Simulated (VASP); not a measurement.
A run of VASP 6.6.1 is set up as follows.

Contents of INCAR:

```
PREC = Accurate
ENCUT = 520
EDIFF = 1E-6
ISMEAR = 0
SIGMA = 0.1
LREAL = Auto
LASPH = T
NELM = 100
ALGO = Normal
ISIF = 2
LWAVE = F
LCHARG = T
GGA = PS
LELF = T
LVHAR = T
NBANDS = 70
```

The input KPOINTS:

```
regular mesh
0
Gamma
  3 3 3
```

POSCAR

```
Al32H
1.0
    8.1000000000      0.0000000000      0.0000000000
    0.0000000000      8.1000000000      0.0000000000
    0.0000000000      0.0000000000      8.1000000000
Al H
32 1
Direct
    0.5008404938     -0.0006143210      0.0006065432
    0.7505722222      0.2490645679      0.0005939506
    0.7408270370      0.0092264198      0.2592479012
    0.0092337037      0.0091746914     -0.0091620988
    0.2523116049      0.2523329630     -0.0005101235
    0.4976711111      0.4976917284     -0.0005191358
    0.7408102469      0.7407482716     -0.0092303704
    0.2489959259     -0.0005882716      0.2494003704
    0.4976803704      0.2523016049      0.2505109877
    0.7505707407      0.5009369136      0.2493883951
    0.4976711111      0.0005141975      0.5023037037
    0.7494762963      0.2523339506      0.5023269136
    0.7505754321     -0.0006049383      0.7509108642
   -0.0006345679      0.5009162963      0.0005932099
    0.2489887654      0.7505919753      0.0005802469
   -0.0006366667      0.2491030864      0.2493855556
    0.2523048148      0.4976762963      0.2505001235
    0.5008297531      0.7506186420      0.2493739506
   -0.0006316049     -0.0005980247      0.4990667901
    0.2497862963      0.2498135802      0.4998041975
    0.5001551852      0.5001823457      0.4998122222
    0.7505675309      0.7506009877      0.4990390123
    0.2523058025      0.0005074074      0.7476680247
    0.5001522222      0.2498245679      0.7501695062
    0.7494741975      0.4976744444      0.7476670370
    0.0092049383      0.7408454321      0.2591674074
    0.0004932099      0.4976933333      0.5023022222
    0.2523106173      0.7494975309      0.5023249383
    0.0004971605      0.2523009877      0.7476941975
    0.2497883951      0.5001882716      0.7501785185
    0.4976803704      0.7494845679      0.7476935802
   -0.0006395062      0.7506100000      0.7508793827
    0.8741586420      0.8750508642      0.1247460494
```

Potentials or basis: VASP PAW PBE potentials, release 64 (Al, H).

The run is started by

```console
$ cat potpaw_PBE.64/Al/POTCAR potpaw_PBE.64/H/POTCAR > POTCAR
$ mpirun -np 1 vasp_std > vasp.out
```

What does it give for the pressure?

-1.0 GPa.

Predict the largest force.

0.018 eV/Å.

Predict the band gap on the k mesh.

zero (an odd number of electrons rules out a gap without spin polarisation).

Forces on the atoms (eV/Å):
```
Al   0.004  0.000  0.000
Al  -0.001 -0.003 -0.001
Al  -0.002 -0.001 -0.002
Al  -0.007 -0.004  0.004
Al   0.001  0.001 -0.008
Al  -0.002 -0.002 -0.008
Al  -0.003 -0.001 -0.002
Al  -0.002  0.002  0.002
Al  -0.002  0.002  0.008
Al  -0.001  0.003  0.001
Al  -0.002  0.008  0.002
Al  -0.008  0.001  0.001
Al  -0.001  0.001  0.004
Al   0.002  0.003 -0.001
Al  -0.002 -0.002 -0.002
Al   0.001 -0.003  0.001
Al   0.001 -0.001  0.009
Al   0.004  0.000  0.001
Al   0.002  0.001 -0.003
Al   0.002  0.002  0.002
Al  -0.003 -0.003  0.003
Al  -0.001 -0.002 -0.004
Al   0.001  0.008 -0.001
Al  -0.003  0.003 -0.003
Al  -0.008 -0.002 -0.002
Al  -0.008  0.006 -0.007
Al   0.009 -0.001  0.001
Al   0.001 -0.009  0.001
Al   0.009  0.002 -0.002
Al   0.002 -0.002 -0.002
Al  -0.002 -0.008 -0.002
Al   0.001  0.000  0.003
H    0.017 -0.001  0.005
```

Caveat: the PAW data sets were made with another functional, which shifts forces and pressure a little.
